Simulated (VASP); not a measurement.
Wanted: the native input for a VASP 6.6.1 run.

```yaml
Task: electric field gradients
Functional: PBE
Potentials_or_basis: VASP PAW PBE potentials, release 64 (Tl_d, Ag, Te)
Cutoff: 520 eV
k_mesh: 8 × 8 × 7
Occupations: fermi-dirac, width 0.05 eV
Spin: no spin polarisation
Dipole_correction: no
Further_INCAR_settings: ALGO = Normal; EDIFF = 1e-08; NBANDS = 38
```

The structure of TlAg3Te2 lies in POSCAR:

```
TlAg3Te2
1.0
    2.3000000000     -7.7250000000      0.0000000000
    2.3000000000      7.7250000000      0.0000000000
    0.0000000000      0.0000000000      4.7600000000
Tl Ag Te
1 3 2
Direct
    0.0000000000      0.0000000000      0.0000000000
    0.5000000000      0.5000000000      0.5000000000
    0.3150000000      0.6850000000      0.0000000000
    0.6850000000      0.3150000000      0.0000000000
    0.1250000000      0.8750000000      0.5000000000
    0.8750000000      0.1250000000      0.5000000000
```

The input as run:

INCAR

```
SYSTEM = TlAg3Te2
PREC = Accurate
ENCUT = 520
EDIFF = 1E-8
ISMEAR = -1
SIGMA = 0.05
LREAL = .FALSE.
LASPH = .TRUE.
NELM = 100
ALGO = Normal
ISIF = 2
LWAVE = .FALSE.
LCHARG = .FALSE.
GGA = PE
LEFG = .TRUE.
NBANDS = 38
```

KPOINTS

```
Automatic mesh
0
G
  8 8 7
  0 0 0
```

Potentials or basis: VASP PAW PBE potentials, release 64 (Tl_d, Ag, Te).

Launch:

```console
$ cat potpaw_PBE.64/Tl_d/POTCAR potpaw_PBE.64/Ag/POTCAR potpaw_PBE.64/Te/POTCAR > POTCAR
$ mpirun -np 1 vasp_std > vasp.out
```

Results of the run:

The pressure is -1.6 GPa. The largest force is 1.385 eV/Å. The band gap on the k mesh is zero (band 29 reaches 5.59 eV, above the bottom of band 30 at 4.96 eV).

Caveat: without QUAD_EFG the Cq values of the log hold for a quadrupole moment of 1 mb, not for the nuclei; spin-orbit coupling is left out, which moves the levels of the heavy elements; forces of over 1 eV/Å act on the atoms, so gaps and moduli don't describe the material at rest.

It took 17 min on 1 thread of Intel Xeon 8259CL, on a shared host, peak memory 0.69 GiB.
